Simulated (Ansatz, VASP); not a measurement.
**TaN: VASP beside Ansatz**

```xyz
2
Lattice="2.9365 0.0000 0.0000 -1.4682 2.5431 0.0000 0.0000 0.0000 2.8845" Properties=species:S:1:pos:R:3 pbc="T T T"
Ta    0.0000    0.0000    1.4423
N     1.4682    0.8477    0.0000
```

Alike in both runs: functional r2SCAN; k mesh 18 × 18 × 14; occupations fermi-dirac, width 0.15 eV; no spin polarisation.

Ansatz relaxed the structure, and its values are those at the end. VASP's run is a single point on that final structure, the one shown.

|  | VASP | Ansatz |
| --- | --- | --- |
| version | VASP 6.6.1 | Ansatz 0.2.0 |
| potentials or method | VASP PAW PBE potentials, release 64 (Ta_pv, N), cutoff 520 eV | scalar-relativistic, plane waves, PAW |
| valence electrons in the cell | 16 | 18 |

```tsv
	VASP	Ansatz	Ansatz less VASP
gap on the k mesh at the Fermi level (eV)	none	none	-
pressure (GPa)	1.6	0.0	-1.55
```

VASP's potentials were made for PBE, not for r2SCAN. A gap of «none» marks a metal or a gap that the smearing closes. With one functional, cell and mesh, what is left measures potentials, basis and numerics. VASP's potentials hold 16 valence electrons a cell and Ansatz's 18, so a difference there can come from the potentials and not from the codes.

Spin-orbit coupling is off throughout.
